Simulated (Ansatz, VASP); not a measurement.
LiTaBe2N3 in VASP and in Ansatz

```
Li Ta Be N
1.0
     2.47574   -2.47588    0.00000
     2.47574    2.47588    0.00000
     0.00000    0.00000    5.83127
Li Ta Be N
1 1 2 3
Direct
  0.00000 0.00000 0.50000
  0.50000 0.50000 0.50000
  0.00000 0.00000 0.84583
  0.00000 0.00000 0.15417
  0.00000 0.50000 0.00000
  0.50000 0.00000 0.00000
  0.50000 0.50000 0.00000
```

Alike in both runs: functional PBE; k mesh 3 × 3 × 2; occupations gaussian, width 0.15 eV; no spin polarisation.

Ansatz relaxed the structure, and its values are those at the end. VASP's run is a single point on that final structure, the one shown.

|  | VASP | Ansatz |
| --- | --- | --- |
| version | VASP 6.6.1 | Ansatz 0.2.0 |
| potentials or method | VASP PAW PBE potentials, release 64 (Li_sv, Ta_pv, Be, N), cutoff 750 eV | scalar-relativistic, plane waves, PAW |
| valence electrons in the cell | 33 | 35 |

|  | VASP | Ansatz | Ansatz less VASP |
| --- | --- | --- | --- |
| gap on the k mesh at the Fermi level (eV) | none | none | - |
| pressure (GPa) | -0.2 | -0.1 | +0.12 |
| rms of the force components (eV/Å) | 0.013 | 0.016 | +0.0038 |

A gap of «none» marks a metal or a gap that the smearing closes. With one functional, cell and mesh, what is left measures potentials, basis and numerics. VASP's potentials hold 33 valence electrons a cell and Ansatz's 35, so a difference there can come from the potentials and not from the codes.

The k mesh is coarse, so the values compare programs but aren't converged. Spin-orbit coupling is off throughout.
